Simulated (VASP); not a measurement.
# TiAl3 (P2/m) in VASP: single point with r2SCAN

Aim: the single point of TiAl3 with r2SCAN.

Program: VASP 6.6.1. These are calculated values, not measurements. Logs are shortened: lines on timing, memory, paths and dates and some standing lists are left out, and cuts for length are marked.

**1. The cell of the first run**

Symmetry: P2/m, No. 10, monoclinic system. The conventional cell has a = 3.956 Å, b = 3.956 Å, c = 3.968 Å, α = 90.00°, β = 94.57°, γ = 90.00°. Within 3.5 Å of Ti (site symmetry 2/m) lie 12 Al at 2.69 to 2.91 Å. Within 3.5 Å of Al (site symmetry 2/m) lie 8 Al at 2.69 to 2.91 Å and 4 Ti at 2.80 Å. Within 3.5 Å of Al (site symmetry 2/m) lie 4 Ti at 2.69 to 2.91 Å and 8 Al at 2.80 Å. Al (site symmetry 2/m) has 8 Al at 2.69 to 2.91 Å and 4 Ti at 2.80 Å within 3.5 Å.

**2. Single point, r2SCAN (shear of c along a, cell held: +8.0 %)**

POSCAR reads:

```
TiAl3
1.0
    3.9556712500      0.0000000000      0.0000000000
    0.0000000000      3.9556712500      0.0000000000
    0.3164537000      0.0000000000      3.9556712500
Ti Al
1 3
Direct
    0.0000000000      0.0000000000      0.0000000000
    0.5000000000      0.5000000000      0.0000000000
    0.5000000000      0.0000000000      0.5000000000
    0.0000000000      0.5000000000      0.5000000000
```

INCAR.step1 reads:

```
  ALGO = Normal
  EDIFF = 1E-4
  ENCUT = 520
  GGA = PE
  ISMEAR = 0
  LASPH = True
  LCHARG = False
  LREAL = False
  LWAVE = True
  NBANDS = 18
  NELM = 60
  PREC = Accurate
  SIGMA = 0.1
```

INCAR.step2 reads:

```
  ALGO = Normal
  EDIFF = 1E-7
  ENCUT = 520
  ISIF = 2
  ISMEAR = 0
  ISTART = 1
  LASPH = True
  LCHARG = False
  LMIXTAU = True
  LREAL = False
  LWAVE = False
  METAGGA = R2SCAN
  NBANDS = 18
  NELM = 60
  PREC = Accurate
  SIGMA = 0.1
```

KPOINTS reads:

```
k-points
0
Gamma
  14 14 14
```

Potentials or basis: VASP PAW PBE potentials, release 64 (Ti_sv, Al).

Started as:

```sh
cat potpaw_PBE.64/Ti_sv/POTCAR potpaw_PBE.64/Al/POTCAR > POTCAR
cp INCAR.step1 INCAR
mpirun -np 1 vasp_std > vasp.out
cp INCAR.step2 INCAR
mpirun -np 1 vasp_std > vasp.out
```

OUTCAR:

```text
EDIFF = 1E-7
   ENCUT = 520
   ISIF = 2
   ISMEAR = 0
   ISTART = 1
   LASPH = True
   LREAL = False
   METAGGA = R2SCAN
   NELM = 60
   PREC = Accurate

 ion  position               nearest neighbor table
   1  0.000  0.000  0.000-   3 2.69   3 2.69   2 2.80   2 2.80   2 2.80   2 2.80   4 2.80   4 2.80
                             4 2.80   4 2.80   3 2.91   3 2.91
   2  0.500  0.500  0.000-   4 2.69   4 2.69   1 2.80   1 2.80   1 2.80   1 2.80   3 2.80   3 2.80
                             3 2.80   3 2.80   4 2.91   4 2.91
   3  0.500  0.000  0.500-   1 2.69   1 2.69   4 2.80   4 2.80   4 2.80   4 2.80   2 2.80   2 2.80
                             2 2.80   2 2.80   1 2.91   1 2.91
   4  0.000  0.500  0.500-   2 2.69   2 2.69   3 2.80   3 2.80   3 2.80   3 2.80   1 2.80   1 2.80
                             1 2.80   1 2.80   2 2.91   2 2.91

  LATTYP: Found a simple monoclinic cell.
 ALAT       =     3.9556712500
 B/A-ratio  =     1.0000000000
 C/A-ratio  =     1.0031948963
 COS(beta)  =    -0.0797452223

  Lattice vectors:

 A1 = (   3.9556712500,   0.0000000000,   0.0000000000)
 A2 = (   0.0000000000,  -3.9556712500,   0.0000000000)
 A3 = (  -0.3164537000,   0.0000000000,  -3.9556712500)

Analysis of symmetry for initial positions (statically):
=====================================================================
 Subroutine PRICEL returns:
 Original cell was already a primitive cell.

 Routine SETGRP: Setting up the symmetry group for a
 simple monoclinic supercell.

 Subroutine GETGRP returns: Found  4 space group operations
 (whereof  4 operations were pure point group operations)
 out of a pool of  4 trial point group operations.

The static configuration has the point symmetry C_2h.

Analysis of symmetry for dynamics (positions and initial velocities):
=====================================================================
 Subroutine PRICEL returns:
 Original cell was already a primitive cell.

 Routine SETGRP: Setting up the symmetry group for a
 simple monoclinic supercell.

 Subroutine GETGRP returns: Found  4 space group operations
 (whereof  4 operations were pure point group operations)
 out of a pool of  4 trial point group operations.

The dynamic configuration has the point symmetry C_2h.

 Subroutine INISYM returns: Found  4 space group operations
 (whereof  4 operations are pure point group operations),
 and found     1 'primitive' translations

----------------------------------------------------------------------------------------

                                     Primitive cell

  volume of cell :      61.8957

  direct lattice vectors                    reciprocal lattice vectors
     3.955671250  0.000000000  0.000000000     0.252801595  0.000000000 -0.020224128
     0.000000000  3.955671250  0.000000000     0.000000000  0.252801595  0.000000000
     0.316453700  0.000000000  3.955671250     0.000000000  0.000000000  0.252801595

  length of vectors
     3.955671250  3.955671250  3.968309210     0.253609270  0.252801595  0.252801595

  position of ions in fractional coordinates (direct lattice)
     0.000000000  0.000000000  0.000000000
     0.500000000  0.500000000  0.000000000
     0.500000000  0.000000000  0.500000000
     0.000000000  0.500000000  0.500000000

  ion indices of the primitive-cell ions
   primitive index   ion index
                 1           1
                 2           2
                 3           3
                 4           4

----------------------------------------------------------------------------------------

 KPOINTS: k-points

Automatic generation of k-mesh.
 Grid dimensions read from file:
 generate k-points for:   14   14   14

 Generating k-lattice:

  Cartesian coordinates                     Fractional coordinates (reciprocal lattice)
     0.018057257  0.000000000 -0.001444581     0.071428571  0.000000000 -0.000000000
     0.000000000  0.018057257  0.000000000     0.000000000  0.071428571  0.000000000
     0.000000000  0.000000000  0.018057257     0.000000000  0.000000000  0.071428571

  Length of vectors
     0.018114948  0.018057257  0.018057257

  Shift w.r.t. Gamma in fractional coordinates (k-lattice)
     0.000000000  0.000000000  0.000000000

 Subroutine IBZKPT returns following result:
 ===========================================

 Found    800 irreducible k-points:

 Following reciprocal coordinates:
            Coordinates               Weight
  0.000000  0.000000  0.000000      1.000000
  0.071429  0.000000  0.000000      2.000000
  0.142857  0.000000  0.000000      2.000000
  0.214286  0.000000  0.000000      2.000000
  0.285714  0.000000  0.000000      2.000000
  0.357143  0.000000  0.000000      2.000000
[... 16 lines left out ...]
  0.428571  0.142857  0.000000      4.000000
  0.500000  0.142857  0.000000      2.000000
 [... further k-points ...]
   k-points           NKPTS =    800   k-points in BZ     NKDIM =    800   number of bands    NBANDS=     18
   number of dos      NEDOS =    301   number of ions     NIONS =      4
   total plane-waves  NPLWV =  27000
   dimension x,y,z NGX =    30 NGY =   30 NGZ =   30
   dimension x,y,z NGXF=    60 NGYF=   60 NGZF=   60
   ions per type =               1   3
   NGX,Y,Z   is equivalent  to a cutoff of  12.61, 12.61, 12.57 a.u.
   NGXF,Y,Z  is equivalent  to a cutoff of  25.22, 25.22, 25.14 a.u.
 SYSTEM =  unknown system
   PREC   = accura    normal or accurate (medium, high low for compatibility)
   ISTART =      1    job   : 0-new  1-cont  2-samecut
   ICHARG =      0    charge: 1-file 2-atom 10-const
   ISPIN  =      1    spin polarized calculation?
   LNONCOLLINEAR =      F non collinear calculations
   LSORBIT =      F    spin-orbit coupling
   LASPH  =      T    aspherical Exc in radial PAW
   ENCUT  =  520.0 eV  38.22 Ry    6.18 a.u.   7.35  7.35  7.38*2*pi/ulx,y,z
   NELM   =     60;   NELMIN=  2; NELMDL=  0     # of ELM steps
   EDIFF  = 0.1E-06   stopping-criterion for ELM
   LREAL  =      F    real-space projection
   EDIFFG = 0.1E-05   stopping-criterion for IOM
   NSW    =      0    number of steps for IOM
   IBRION =     -1    ionic relax: 0-MD 1-quasi-New 2-CG
   NFREE  =      0    steps in history (QN), initial steepest desc. (CG)
   ISIF   =      2    stress and relaxation
   ISYM   =      2    0-nonsym 1-usesym 2-fastsym
   POTIM  = 0.5000    time-step for ionic-motion
   TEBEG  =    0.0;   TEEND  =   0.0 temperature during run
   PSTRESS=    0.0 pullay stress
   NELECT =      21.0000    total number of electrons
   NUPDOWN=      -1.0000    fix difference up-down
   EMIN   =  10.00;   EMAX   =-10.00  energy-range for DOS
   EFERMI =   0.00;   METHOD = LEGACY
   ISMEAR =     0;   SIGMA  =   0.10  broadening in eV -4-tet -1-fermi 0-gaus
   EFERMI_NEDOS =   21; number of points for ismear=-14 and -15
   IALGO  =     38    algorithm
   IMIX   =      4    mixing-type and parameters
     AMIX     =   0.40;   BMIX     =  1.00
     AMIX_MAG =   1.60;   BMIX_MAG =  1.00
  volume/ion in A,a.u.               =      15.47       104.42
  Fermi-wavevector in a.u.,A,eV,Ry     =   1.141811  2.157711 17.738371  1.303733
  Thomas-Fermi vector in A             =   2.278511
   LORBIT       =      0    0 simple, 1 ext, 2 COOP (PROOUT), +10 PAW based schemes
   METAGGA = R2SCAN    functional components
   LHFCALC =     F    Hartree Fock is set to
   AEXX    =    0.0000 exact exchange contribution
   IVDW    =     0    specifies the selected vdW correction
   LEPSILON=     F    determine dielectric tensor
   LRPA    =     F    only Hartree local field effects (RPA)
 non-spin polarized calculation
 Gauss-broadening in eV      SIGMA  =   0.10
  energy-cutoff  :      520.00
  volume of cell :       61.90
 maximum number of plane-waves:      1693
 NGX is ok and might be reduce to    30
   NGX = 15   NGY = 15   NGZ = 15

 number of electron      20.9999996 magnetization

 Free energy of the ion-electron system (eV)
  ---------------------------------------------------
  ext. energy  EPLUGINS =         0.00000000
  ---------------------------------------------------
  free energy    TOTEN  =       -34.71280927 eV

  energy without entropy =      -34.70040919  energy(sigma->0) =      -34.70660923

 E-fermi :   9.1539     XC(G=0): -11.5886

 val. band max:        9.1537745515   @ k =   0.2857   0.0000   0.0714
 cond. band min:       9.1549064935   @ k =   0.2857   0.1429   0.5000
 fundamental gap:      0.0011319419
 Fermi energy:         9.1538599985

 k-point     1 :       0.0000    0.0000    0.0000
  band No.  band energies     occupation
      1     -50.1842      2.00000
      2     -25.4738      2.00000
      3     -25.4584      2.00000
      4     -25.4204      2.00000
      5      -2.3296      2.00000
      6       5.9440      2.00000
[... 10 lines left out ...]
     17      14.2947      0.00000
     18      15.2419      0.00000

 k-point     2 :       0.0714    0.0000    0.0000
  band No.  band energies     occupation
      1     -50.1842      2.00000
      2     -25.4743      2.00000
      3     -25.4584      2.00000
      4     -25.4209      2.00000
      5      -2.2768      2.00000
      6       5.4510      2.00000
[... 10 lines left out ...]
     17      14.3692      0.00000
     18      15.1503      0.00000

 k-point     3 :       0.1429    0.0000    0.0000
  band No.  band energies     occupation
      1     -50.1841      2.00000
      2     -25.4758      2.00000
      3     -25.4581      2.00000
      4     -25.4223      2.00000
      5      -2.1190      2.00000
      6       4.5715      2.00000
[... 10 lines left out ...]
     17      14.3587      0.00000
     18      14.7809      0.00000

 k-point     4 :       0.2143    0.0000    0.0000
  band No.  band energies     occupation
      1     -50.1839      2.00000
      2     -25.4781      2.00000
      3     -25.4578      2.00000
      4     -25.4241      2.00000
      5      -1.8584      2.00000
      6       3.6356      2.00000
[... 10 lines left out ...]
     17      14.1792      0.00000
     18      14.5487      0.00000

 k-point     5 :       0.2857    0.0000    0.0000
  band No.  band energies     occupation
      1     -50.1837      2.00000
      2     -25.4809      2.00000
      3     -25.4574      2.00000
      4     -25.4260      2.00000
      5      -1.4995      2.00000
      6       2.7174      2.00000
[... 10 lines left out ...]
     17      13.5475      0.00000
     18      15.3375      0.00000

 k-point     6 :       0.3571    0.0000    0.0000
  band No.  band energies     occupation
      1     -50.1835      2.00000
      2     -25.4836      2.00000
      3     -25.4571      2.00000
      4     -25.4274      2.00000
      5      -1.0514      2.00000
      6       1.8564      2.00000
[... 307 lines left out ...]
 k-point    21 :       0.2857    0.1429    0.0000
  band No.  band energies     occupation
      1     -50.1835      2.00000
      2     -25.4805      2.00000
      3     -25.4615      2.00000
      4     -25.4256      2.00000
      5      -1.2995      2.00000
      6       2.8906      2.00000
[... 10 lines left out ...]
     17      13.8793      0.00000
     18      15.1007      0.00000

 k-point    22 :       0.3571    0.1429    0.0000
  band No.  band energies     occupation
      1     -50.1833      2.00000
      2     -25.4832      2.00000
      3     -25.4611      2.00000
      4     -25.4270      2.00000
      5      -0.8571      2.00000
      6       2.0402      2.00000
[... 10 lines left out ...]
     17      13.5783      0.00000
     18      15.0289      0.00000

 k-point    23 :       0.4286    0.1429    0.0000
  band No.  band energies     occupation
      1     -50.1832      2.00000
      2     -25.4851      2.00000
      3     -25.4608      2.00000
      4     -25.4279      2.00000
      5      -0.3591      2.00000
      6       1.2925      2.00000
[... 10 lines left out ...]
     17      13.4043      0.00000
     18      14.9992      0.00000

 k-point    24 :       0.5000    0.1429    0.0000
  band No.  band energies     occupation
      1     -50.1831      2.00000
      2     -25.4859      2.00000
      3     -25.4607      2.00000
      4     -25.4282      2.00000
      5      -0.0259      2.00000
      6       0.8754      2.00000
[... 10 lines left out ...]
     17      13.3428      0.00000
     18      14.9928      0.00000

 [... further k-points ...]

------------------------ aborting loop because EDIFF is reached ----------------------------------------

  FORCE on cell =-STRESS in cart. coord.  units (eV):
  Direction    XX          YY          ZZ          XY          YZ          ZX
  --------------------------------------------------------------------------------------
  -------------------------------------------------------------------------------------
  Total        0.3794397     -0.1776744      0.6583090      0.0000000      0.0000000     -2.6757893
  in kB        9.8218391     -4.5991204     17.0403994      0.0000000      0.0000000    -69.2631000
  external PRESSURE =       7.4210394 kB  Pullay stress =       0.0000000 kB

 VOLUME and BASIS-vectors are now :
 -----------------------------------------------------------------------------
  energy-cutoff  :      520.00
  volume of cell :       61.90
      direct lattice vectors                 reciprocal lattice vectors
     3.955671250  0.000000000  0.000000000     0.252801595  0.000000000 -0.020224128
     0.000000000  3.955671250  0.000000000     0.000000000  0.252801595  0.000000000
     0.316453700  0.000000000  3.955671250     0.000000000  0.000000000  0.252801595

 POSITION                                       TOTAL-FORCE (eV/Angst)
 -----------------------------------------------------------------------------------
      0.00000      0.00000      0.00000        -0.000000      0.000000      0.000000
      1.97784      1.97784      0.00000         0.000000      0.000000      0.000000
      2.13606      0.00000      1.97784        -0.000000      0.000000      0.000000
      0.15823      1.97784      1.97784        -0.000000      0.000000      0.000000
 -----------------------------------------------------------------------------------
    total drift:                               -0.000000     -0.000000      0.000000

  FREE ENERGIE OF THE ION-ELECTRON SYSTEM (eV)
  ---------------------------------------------------
  free  energy   TOTEN  =       -34.7128092725 eV

  energy  without entropy=      -34.7004091866  energy(sigma->0) =      -34.70660923
```

Run time: 53 min. Hardware: 1 thread of Oxide Virtual Turin-like, shared host; peak memory 0.81 GiB.

Results:

```
Free energy            : -34.7128 eV
Pressure               : 0.7 GPa
Band gap on the k mesh : zero (an odd number of electrons rules out a gap without spin polarisation)
```

Levels at points of the mesh, in eV from the Fermi level:
```csv
k point,band 7,band 8,band 9,band 10,band 11,band 12,band 13,band 14
"(0.00, 0.00, 0.00)",-3.17,-2.57,-2.38,-2.14,0.03,0.13,0.14,0.75
"(0.50, 0.00, 0.00)",-2.57,-2.44,-2.20,0.19,0.38,0.69,1.08,1.21
"(0.00, 0.50, 0.00)",-2.57,-2.30,-2.26,0.32,0.67,0.76,0.96,1.20
"(0.50, 0.50, 0.00)",-6.49,-5.40,-1.46,-1.41,0.71,0.97,1.10,1.42
"(0.00, 0.00, 0.50)",-2.55,-2.44,-2.19,0.23,0.38,0.69,1.07,1.18
"(0.50, 0.00, 0.50)",-6.02,-5.38,-1.55,-1.18,0.56,1.11,1.13,1.37
"(0.00, 0.50, 0.50)",-6.51,-5.40,-1.44,-1.38,0.73,1.01,1.09,1.40
"(0.50, 0.50, 0.50)",-5.41,-4.94,-4.22,-3.84,-3.46,0.24,1.44,1.46
```

Caveat: the cell differs from its parent crystal (shear of c along a, cell held: +8.0 %); the PAW data sets were made with another functional, which shifts forces and pressure a little.
